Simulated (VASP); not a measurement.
## Ge: single point with PBEsol

Ge:

```xyz
1
Lattice="1.5194 -2.8281 0.0000 1.5194 2.8281 0.0000 0.0000 0.0000 2.6982" Properties=species:S:1:pos:R:3 pbc="T T T"
Ge    1.5194    0.0000    0.0000
```

This cell differs from its parent crystal: strain +0.0875 x Voigt [1, 1, 0, 0, 0, 0].

```json
{
  "Program": "VASP 6.6.1",
  "Task": "single point",
  "Functional": "PBEsol",
  "Potentials or basis": "VASP PAW PBE potentials, release 64 (Ge_d)",
  "Cutoff": "520 eV",
  "k mesh": "20 × 20 × 18",
  "Occupations": "gaussian, width 0.15 eV",
  "Spin": "no spin polarisation",
  "Dipole correction": "no",
  "Further INCAR settings": "ALGO = Normal; EDIFF = 1e-06; NBANDS = 13"
}
```

The pressure is -10.0 GPa and the band gap on the k mesh is zero (bands 7 and 8 overlap by 7.50 eV).

Stress tensor (GPa, compression positive):
```
-12.20   0.00   0.00
  0.00 -12.58   0.00
  0.00   0.00  -5.20
```

Levels at points of the mesh, in eV from the Fermi level:
```tsv
k point	band 5	band 6	band 7	band 8	band 9	band 10
(0.00, 0.00, 0.00)	-24.44	-11.65	5.01	6.13	7.71	9.59
(0.50, 0.00, 0.00)	-24.46	-8.10	-4.41	2.34	6.38	10.32
(0.50, 0.50, 0.00)	-24.45	-8.73	-4.55	3.72	7.73	9.86
(0.00, 0.00, 0.50)	-24.42	-7.76	-4.75	7.88	8.96	13.66
(0.50, 0.00, 0.50)	-24.38	-3.95	-1.83	-1.15	3.96	5.32
(0.50, 0.50, 0.50)	-24.39	-4.66	-2.31	-1.23	3.67	6.68
```

Wall time 53 s on 1 thread of Intel(R) Xeon(R) 6975P-C (Granite Rapids) (shared host), peak memory 0.4 GiB.

Caveat: the cell differs from its parent crystal (strain +0.0875 x Voigt [1, 1, 0, 0, 0, 0]); the cell stands under tension; the PAW data sets were made with another functional, which shifts forces and pressure a little.
